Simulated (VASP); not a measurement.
# TiAl (Pm-3m) in VASP: a series of runs

Aim: see how the results for TiAl move with the level of theory and the settings. Levels: PBEsol+D4+U, PBEsol, LDA. Tasks: single point.

All numbers are computed with VASP 6.6.1; they aren't measurements. Logs are shortened: lines on timing, memory, paths and dates and some standing lists are left out, and cuts for length are marked.

### 1 The cell of the first run

It takes space group Pm-3m (No. 221, cubic). The conventional cell has a = 3.179 Å, b = 3.179 Å, c = 3.179 Å, α = 90.00°, β = 90.00°, γ = 90.00°. Within 3.6 Å of Ti (site symmetry m-3m) lie 8 Al at 2.75 Å and 6 Ti at 3.18 Å. Within 3.6 Å of Al (site symmetry m-3m) lie 8 Ti at 2.75 Å and 6 Al at 3.18 Å.

### 2 Single point, PBEsol+D4+U

File INCAR:

```
SYSTEM = TiAl
PREC     = Accurate       ! precision mode
ENCUT    = 520            ! plane-wave cutoff, eV
EDIFF    = 1E-7           ! SCF threshold, eV
ISMEAR   = -1             ! smearing method
SIGMA    = 0.05           ! smearing width, eV
LREAL    = .FALSE.        ! projectors in reciprocal space
LASPH    = .TRUE.         ! aspherical terms in the spheres
NELM     = 150            ! most SCF steps
ALGO     = Fast           ! electronic algorithm
ISIF     = 2              ! what is computed and relaxed
LWAVE    = .FALSE.        ! write WAVECAR
LCHARG   = .FALSE.        ! write CHGCAR
LMAXMIX  = 4              ! l up to which the mixer works
LDAU     = .TRUE.         ! DFT+U
LDAUTYPE = 2            
LDAUL    = 2 -1           ! shell
LDAUU    = 4.5 0          ! U, eV
LDAUJ    = 0 0          
LDAUPRINT= 1            
GGA      = PS             ! functional
IVDW     = 13             ! dispersion correction
NBANDS   = 14             ! bands
```

File KPOINTS:

```
Automatic mesh
0
G
  8 8 8
  0 0 0
```

File POSCAR:

```
TiAl
1.0
    3.1790640000      0.0000000000      0.0000000000
    0.0000000000      3.1790640000      0.0000000000
    0.0000000000      0.0000000000      3.1790640000
Ti Al
1 1
Direct
    0.0000000000      0.0000000000      0.0000000000
    0.5000000000      0.5000000000      0.5000000000
```

Potentials or basis: VASP PAW PBE potentials, release 64 (Ti_sv, Al).

On the command line:

```
$ cat potpaw_PBE.64/Ti_sv/POTCAR potpaw_PBE.64/Al/POTCAR > POTCAR
$ mpirun -np 1 vasp_std > vasp.out
```

OUTCAR:

```text
SYSTEM = TiAl
   PREC = Accurate
   ENCUT = 520
   EDIFF = 1E-7
   ISMEAR = -1
   LREAL = .FALSE.
   LASPH = .TRUE.
   NELM = 150
   ISIF = 2
   GGA = PS
   IVDW = 13

 ion  position               nearest neighbor table
   1  0.000  0.000  0.000-   2 2.75   2 2.75   2 2.75   2 2.75   2 2.75   2 2.75   2 2.75   2 2.75

   2  0.500  0.500  0.500-   1 2.75   1 2.75   1 2.75   1 2.75   1 2.75   1 2.75   1 2.75   1 2.75

  LATTYP: Found a simple cubic cell.
 ALAT       =     3.1790640000

  Lattice vectors:

 A1 = (   3.1790640000,   0.0000000000,   0.0000000000)
 A2 = (   0.0000000000,   3.1790640000,   0.0000000000)
 A3 = (   0.0000000000,   0.0000000000,   3.1790640000)

Analysis of symmetry for initial positions (statically):
=====================================================================
 Subroutine PRICEL returns:
 Original cell was already a primitive cell.

 Routine SETGRP: Setting up the symmetry group for a
 simple cubic supercell.

 Subroutine GETGRP returns: Found 48 space group operations
 (whereof 48 operations were pure point group operations)
 out of a pool of 48 trial point group operations.

The static configuration has the point symmetry O_h .

Analysis of symmetry for dynamics (positions and initial velocities):
=====================================================================
 Subroutine PRICEL returns:
 Original cell was already a primitive cell.

 Routine SETGRP: Setting up the symmetry group for a
 simple cubic supercell.

 Subroutine GETGRP returns: Found 48 space group operations
 (whereof 48 operations were pure point group operations)
 out of a pool of 48 trial point group operations.

The dynamic configuration has the point symmetry O_h .

 Subroutine INISYM returns: Found 48 space group operations
 (whereof 48 operations are pure point group operations),
 and found     1 'primitive' translations

----------------------------------------------------------------------------------------

                                     Primitive cell

  volume of cell :      32.1290

  direct lattice vectors                    reciprocal lattice vectors
     3.179064000  0.000000000  0.000000000     0.314557996  0.000000000  0.000000000
     0.000000000  3.179064000  0.000000000     0.000000000  0.314557996  0.000000000
     0.000000000  0.000000000  3.179064000     0.000000000  0.000000000  0.314557996

  length of vectors
     3.179064000  3.179064000  3.179064000     0.314557996  0.314557996  0.314557996

  position of ions in fractional coordinates (direct lattice)
     0.000000000  0.000000000  0.000000000
     0.500000000  0.500000000  0.500000000

  ion indices of the primitive-cell ions
   primitive index   ion index
                 1           1
                 2           2

----------------------------------------------------------------------------------------

 KPOINTS: Automatic mesh

Automatic generation of k-mesh.
 Grid dimensions read from file:
 generate k-points for:    8    8    8

 Generating k-lattice:

  Cartesian coordinates                     Fractional coordinates (reciprocal lattice)
     0.039319749  0.000000000  0.000000000     0.125000000  0.000000000  0.000000000
     0.000000000  0.039319749  0.000000000     0.000000000  0.125000000  0.000000000
     0.000000000  0.000000000  0.039319749     0.000000000  0.000000000  0.125000000

  Length of vectors
     0.039319749  0.039319749  0.039319749

  Shift w.r.t. Gamma in fractional coordinates (k-lattice)
     0.000000000  0.000000000  0.000000000

 Subroutine IBZKPT returns following result:
 ===========================================

 Found     35 irreducible k-points:

 Following reciprocal coordinates:
            Coordinates               Weight
  0.000000  0.000000  0.000000      1.000000
  0.125000  0.000000  0.000000      6.000000
  0.250000  0.000000  0.000000      6.000000
  0.375000  0.000000  0.000000      6.000000
  0.500000  0.000000  0.000000      3.000000
  0.125000  0.125000  0.000000     12.000000
[... 16 lines left out ...]
  0.375000  0.375000  0.125000     24.000000
  0.500000  0.375000  0.125000     24.000000
 [... further k-points ...]
   k-points           NKPTS =     35   k-points in BZ     NKDIM =     35   number of bands    NBANDS=     14
   number of dos      NEDOS =    301   number of ions     NIONS =      2
   total plane-waves  NPLWV =  13824
   dimension x,y,z NGX =    24 NGY =   24 NGZ =   24
   dimension x,y,z NGXF=    48 NGYF=   48 NGZF=   48
   ions per type =               1   1
   NGX,Y,Z   is equivalent  to a cutoff of  12.55, 12.55, 12.55 a.u.
   NGXF,Y,Z  is equivalent  to a cutoff of  25.10, 25.10, 25.10 a.u.
 SYSTEM =  TiAl
   PREC   = accura    normal or accurate (medium, high low for compatibility)
   ISTART =      0    job   : 0-new  1-cont  2-samecut
   ICHARG =      2    charge: 1-file 2-atom 10-const
   ISPIN  =      1    spin polarized calculation?
   LNONCOLLINEAR =      F non collinear calculations
   LSORBIT =      F    spin-orbit coupling
   LASPH  =      T    aspherical Exc in radial PAW
   ENCUT  =  520.0 eV  38.22 Ry    6.18 a.u.   5.91  5.91  5.91*2*pi/ulx,y,z
   NELM   =    150;   NELMIN=  2; NELMDL= -5     # of ELM steps
   EDIFF  = 0.1E-06   stopping-criterion for ELM
   LREAL  =      F    real-space projection
   EDIFFG = 0.1E-05   stopping-criterion for IOM
   NSW    =      0    number of steps for IOM
   IBRION =     -1    ionic relax: 0-MD 1-quasi-New 2-CG
   NFREE  =      0    steps in history (QN), initial steepest desc. (CG)
   ISIF   =      2    stress and relaxation
   ISYM   =      2    0-nonsym 1-usesym 2-fastsym
   POTIM  = 0.5000    time-step for ionic-motion
   TEBEG  =    0.0;   TEEND  =   0.0 temperature during run
   PSTRESS=    0.0 pullay stress
   NELECT =      15.0000    total number of electrons
   NUPDOWN=      -1.0000    fix difference up-down
   EMIN   =  10.00;   EMAX   =-10.00  energy-range for DOS
   EFERMI =   0.00;   METHOD = LEGACY
   ISMEAR =    -1;   SIGMA  =   0.05  broadening in eV -4-tet -1-fermi 0-gaus
   EFERMI_NEDOS =   21; number of points for ismear=-14 and -15
   IALGO  =     68    algorithm
   IMIX   =      4    mixing-type and parameters
     AMIX     =   0.40;   BMIX     =  1.00
     AMIX_MAG =   1.60;   BMIX_MAG =  1.00
  volume/ion in A,a.u.               =      16.06       108.41
  Fermi-wavevector in a.u.,A,eV,Ry     =   1.270007  2.399964 21.945065  1.612917
  Thomas-Fermi vector in A             =   2.403017
   LORBIT       =      0    0 simple, 1 ext, 2 COOP (PROOUT), +10 PAW based schemes
 LDA+U is selected, type is set to LDAUTYPE =  2
   angular momentum for each species LDAUL =     2   -1
   U (eV)           for each species LDAUU =   4.5  0.0
   J (eV)           for each species LDAUJ =   0.0  0.0
   GGA     = PS    functional components
   LHFCALC =     F    Hartree Fock is set to
   AEXX    =    0.0000 exact exchange contribution
   IVDW    =    13    specifies the selected vdW correction
   LEPSILON=     F    determine dielectric tensor
   LRPA    =     F    only Hartree local field effects (RPA)
 non-spin polarized calculation
 RMM-DIIS sequential band-by-band and
  energy-cutoff  :      520.00
  volume of cell :       32.13
 maximum number of plane-waves:       912
 NGX is ok and might be reduce to    24
   NGX = 11   NGY = 11   NGZ = 11

atom =   1  type =  1  l = 2

 onsite density matrix

spin component  1

  0.1162 -0.0000  0.0000  0.0000  0.0000
 -0.0000  0.1162  0.0000  0.0000 -0.0000
  0.0000  0.0000  0.2817  0.0000  0.0000
  0.0000  0.0000  0.0000  0.1162  0.0000
  0.0000 -0.0000  0.0000  0.0000  0.2817

spin component  2

  0.1162 -0.0000  0.0000  0.0000  0.0000
 -0.0000  0.1162  0.0000  0.0000 -0.0000
  0.0000  0.0000  0.2817  0.0000  0.0000
  0.0000  0.0000  0.0000  0.1162  0.0000
  0.0000 -0.0000  0.0000  0.0000  0.2817

 occupancies and eigenvectors

  o =  0.1162  v =  0.0000  0.8829 -0.0000  0.4696  0.0000  0.0000  0.0000  0.0000  0.0000  0.0000      0.0000  0.0000  0.0000  0.0000  0.0000  0.0000  0.0000  0.0000  0.0000  0.0000
  o =  0.1162  v =  0.0000  0.0000  0.0000  0.0000  0.0000  0.0000  0.8829 -0.0000  0.4696  0.0000      0.0000  0.0000  0.0000  0.0000  0.0000  0.0000  0.0000  0.0000  0.0000  0.0000
  o =  0.1162  v =  0.0000  0.4696 -0.0000 -0.8829  0.0000  0.0000  0.0000  0.0000  0.0000  0.0000      0.0000  0.0000  0.0000  0.0000  0.0000  0.0000  0.0000  0.0000  0.0000  0.0000
  o =  0.1162  v =  0.0000  0.0000  0.0000  0.0000  0.0000  0.0000  0.4696 -0.0000 -0.8829  0.0000      0.0000  0.0000  0.0000  0.0000  0.0000  0.0000  0.0000  0.0000  0.0000  0.0000
  o =  0.1162  v =  1.0000  0.0000  0.0000  0.0000  0.0000  0.0000  0.0000  0.0000  0.0000  0.0000      0.0000  0.0000  0.0000  0.0000  0.0000  0.0000  0.0000  0.0000  0.0000  0.0000
  o =  0.1162  v =  0.0000  0.0000  0.0000  0.0000  0.0000  1.0000  0.0000  0.0000  0.0000  0.0000      0.0000  0.0000  0.0000  0.0000  0.0000  0.0000  0.0000  0.0000  0.0000  0.0000
  o =  0.2817  v =  0.0000  0.0000  0.0000  0.0000  0.0000  0.0000 -0.0000 -1.0000  0.0000 -0.0023      0.0000  0.0000  0.0000  0.0000  0.0000  0.0000  0.0000  0.0000  0.0000  0.0000
  o =  0.2817  v =  0.0000 -0.0000 -1.0000  0.0000 -0.0023  0.0000  0.0000  0.0000  0.0000  0.0000      0.0000  0.0000  0.0000  0.0000  0.0000  0.0000  0.0000  0.0000  0.0000  0.0000
  o =  0.2817  v =  0.0000  0.0000  0.0000  0.0000  0.0000  0.0000  0.0000 -0.0023  0.0000  1.0000      0.0000  0.0000  0.0000  0.0000  0.0000  0.0000  0.0000  0.0000  0.0000  0.0000
  o =  0.2817  v =  0.0000  0.0000 -0.0023  0.0000  1.0000  0.0000  0.0000  0.0000  0.0000  0.0000      0.0000  0.0000  0.0000  0.0000  0.0000  0.0000  0.0000  0.0000  0.0000  0.0000

 number of electron      14.9999993 magnetization

 Free energy of the ion-electron system (eV)
  ---------------------------------------------------
  ext. energy  EPLUGINS =         0.00000000
  ---------------------------------------------------
  free energy    TOTEN  =        -9.60439235 eV

  energy without entropy =       -9.59011395  energy(sigma->0) =       -9.59725315

 E-fermi :   9.0669     XC(G=0): -11.2182

 val. band max:        9.0084347276   @ k =   0.3750   0.3750   0.2500
 cond. band min:       9.1057202899   @ k =   0.5000   0.2500   0.2500
 fundamental gap:      0.0972855623
 Fermi energy:         9.0668906749

 k-point     1 :       0.0000    0.0000    0.0000
  band No.  band energies     occupation
      1     -48.8225      2.00000
      2     -25.0787      2.00000
      3     -25.0787      2.00000
      4     -25.0787      2.00000
      5      -0.5427      2.00000
      6       7.4794      2.00000
      7       7.4794      2.00000
      8      11.3870      0.00000
      9      11.3870      0.00000
     10      11.3870      0.00000
     11      13.1390      0.00000
     12      13.1390      0.00000
     13      13.1391      0.00000
     14      17.6673      0.00000

 k-point     2 :       0.1250    0.0000    0.0000
  band No.  band energies     occupation
      1     -48.8204      2.00000
      2     -25.1029      2.00000
      3     -25.0767      2.00000
      4     -25.0767      2.00000
      5      -0.2945      2.00000
      6       7.2998      2.00000
      7       7.5906      2.00000
      8      10.9078      0.00000
      9      10.9078      0.00000
     10      11.4187      0.00000
     11      12.3217      0.00000
     12      13.7977      0.00000
     13      13.7977      0.00000
     14      17.3346      0.00000
[... 343 lines left out ...]
      1     -48.7963      2.00000
      2     -25.1981      2.00000
      3     -25.1959      2.00000
      4     -25.0766      2.00000
      5       3.3475      2.00000
      6       6.2799      2.00000
      7       6.6880      2.00000
      8       8.6616      1.99940
      9      10.0111      0.00000
     10      10.2789      0.00000
     11      11.9559      0.00000
     12      13.5883      0.00000
     13      14.7719      0.00000
     14      16.2568      0.00000

 k-point    24 :       0.5000    0.3750    0.1250
  band No.  band energies     occupation
      1     -48.7942      2.00000
      2     -25.2195      2.00000
      3     -25.1939      2.00000
      4     -25.0744      2.00000
      5       3.9145      2.00000
      6       5.7419      2.00000
      7       6.9950      2.00000
      8       8.2866      2.00000
      9      10.2352      0.00000
     10      10.2718      0.00000
     11      11.8005      0.00000
     12      13.8293      0.00000
     13      13.9354      0.00000
     14      16.4314      0.00000

 [... further k-points ...]

------------------------ aborting loop because EDIFF is reached ----------------------------------------

  DFT-D4 for vdW energy calculation

  Edisp (eV):   -0.33512

  FORCE on cell =-STRESS in cart. coord.  units (eV):
  Direction    XX          YY          ZZ          XY          YZ          ZX
  --------------------------------------------------------------------------------------
  -------------------------------------------------------------------------------------
  Total       0.25319     0.25319     0.25319     0.00000    -0.00000     0.00000
  in kB      12.62605    12.62605    12.62605     0.00000    -0.00000     0.00000
  external pressure =       12.63 kB  Pullay stress =        0.00 kB

 VOLUME and BASIS-vectors are now :
 -----------------------------------------------------------------------------
  energy-cutoff  :      520.00
  volume of cell :       32.13
      direct lattice vectors                 reciprocal lattice vectors
     3.179064000  0.000000000  0.000000000     0.314557996  0.000000000  0.000000000
     0.000000000  3.179064000  0.000000000     0.000000000  0.314557996  0.000000000
     0.000000000  0.000000000  3.179064000     0.000000000  0.000000000  0.314557996

 POSITION                                       TOTAL-FORCE (eV/Angst)
 -----------------------------------------------------------------------------------
      0.00000      0.00000      0.00000         0.000000      0.000000      0.000000
      1.58953      1.58953      1.58953         0.000000      0.000000      0.000000
 -----------------------------------------------------------------------------------
    total drift:                                0.000000      0.000000      0.000000

  FREE ENERGIE OF THE ION-ELECTRON SYSTEM (eV)
  ---------------------------------------------------
  free  energy   TOTEN  =        -9.9395156052 eV

  energy  without entropy=       -9.9252372065  energy(sigma->0) =       -9.93237641
```

Run time: 14 s. Hardware: 1 thread of Intel Xeon 6975P-C (Granite Rapids), shared host; peak memory 0.14 GiB.

What came out:

```yaml
Free_energy: -9.9395 eV
Pressure: 1.3 GPa
Dispersion_energy_per_atom: -0.168 eV
```

Eigenvalues of the final occupation matrices:
| site | spin | trace | eigenvalues |
| --- | --- | --- | --- |
| site 1 d | 1 | 0.91 | 0.12 0.12 0.12 0.28 0.28 |
| site 1 d | 2 | 0.91 | 0.12 0.12 0.12 0.28 0.28 |

Caveat: the PAW data sets were made with another functional, which shifts forces and pressure a little; U without spin polarisation on a metal has little footing; pairwise dispersion overbinds metals, which lowers pressure and volume; the U is typed as a test and isn't derived for this compound.

(Continued in part 2 of 2.)
